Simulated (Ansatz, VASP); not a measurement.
## Two plane-wave programs on Si2Ni

```
CELL_PARAMETERS angstrom
0.00000 2.70300 2.70300
2.70300 0.00000 2.70300
2.70300 2.70300 0.00000
ATOMIC_POSITIONS crystal
Ni 0.00000 0.00000 0.00000
Si 0.75000 0.75000 0.75000
Si 0.25000 0.25000 0.25000
```

Alike in both runs: task single point; functional PBE; k mesh 7 × 7 × 7; occupations fermi-dirac, width 0.05 eV; collinear spin; fixed moment 0.5 μB.

|  | VASP | Ansatz |
| --- | --- | --- |
| version | VASP 6.6.1 | Ansatz 0.2.0 |
| potentials or method | VASP PAW PBE potentials, release 64 (Ni, Si) | Ansatz PAW |
| plane-wave cutoff (eV) | 520 | 420 |
| valence electrons in the cell | 18 | 26 |

Ansatz gave:

| Property | Result |
| --- | --- |
| pressure (GPa) | 4.5 |
| net moment per atom (μB) | 0.17 |
| size of the moment on the site where the two differ most (μB) | 0.07 |

Q: Estimate VASP's values.

A: Pressure (GPa): 4.4; net moment per atom (μB): 0.17; size of the moment on the site where the two differ most (μB): 0.07.

Site moments also hang on the region over which each program counts them. VASP's potentials hold 18 valence electrons a cell and Ansatz's 26, so a difference there can come from the potentials and not from the codes.
